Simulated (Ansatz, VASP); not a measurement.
# Two plane-wave programs on SnO2

Contents of INCAR:

```
SYSTEM = SnO2
ALGO = Normal
EDIFF = 1E-6
EDIFFG = -0.005
ENCUT = 600
GGA = PE
IBRION = 2
ISIF = 3
ISMEAR = -1
LASPH = .True.
LCHARG = .False.
LREAL = .False.
LWAVE = .False.
NELM = 100
NSW = 60
PREC = Accurate
SIGMA = 0.08
```

The input KPOINTS:

```
k-points
0
Gamma
  12 12 12
  0 0 0
```

The input POSCAR:

```
SnO2
1.0
    0.0000000000      2.4662120743      2.4662120743
    2.4662120743      0.0000000000      2.4662120743
    2.4662120743      2.4662120743      0.0000000000
Sn O
1 2
Direct
    0.0000000000      0.0000000000      0.0000000000
    0.2500000000      0.2500000000      0.2500000000
    0.7500000000      0.7500000000      0.7500000000
```

Input for Ansatz:

```yaml
crystal:
  lattice:
    - [0.0, 2.4662120743, 2.4662120743]
    - [2.4662120743, 0.0, 2.4662120743]
    - [2.4662120743, 2.4662120743, 0.0]
  atoms:
    - { symbol: Sn, position: [0.0, 0.0, 0.0] }
    - { symbol: O, position: [0.25, 0.25, 0.25] }
    - { symbol: O, position: [0.75, 0.75, 0.75] }
kpoints:
  mp_grid: { grid: [12, 12, 12] }
scf:
  occupations: { method: fermi_dirac, width: 0.08 }
hamiltonian:
  xc: pbe
  pseudopotentials: { kind: paw }
output:
  forces: true
  stress: true
relax:
  f_tol: 0.005
  max_steps: 40
  cell: {}
```

Alike in both runs: task relaxation of cell and atoms; functional PBE; k mesh 12 × 12 × 12; occupations fermi-dirac, width 0.08 eV; no spin polarisation.

|  | VASP | Ansatz |
| --- | --- | --- |
| version | VASP 6.6.1 | Ansatz 0.2.0 |
| potentials or method | VASP PAW PBE potentials, release 64 (Sn_d, O) | PAW with Ansatz's default frozen-core files, scalar-relativistic |
| plane-wave cutoff (eV) | 600 | 420 |
| valence electrons in the cell | 26 | 26 |

```tsv
	VASP	Ansatz	Ansatz less VASP
relaxed volume (Å³/atom)	11.37	11.34	-0.030
relaxed cell length with the largest relative difference (Å)	3.640	3.637	-0.0032
```
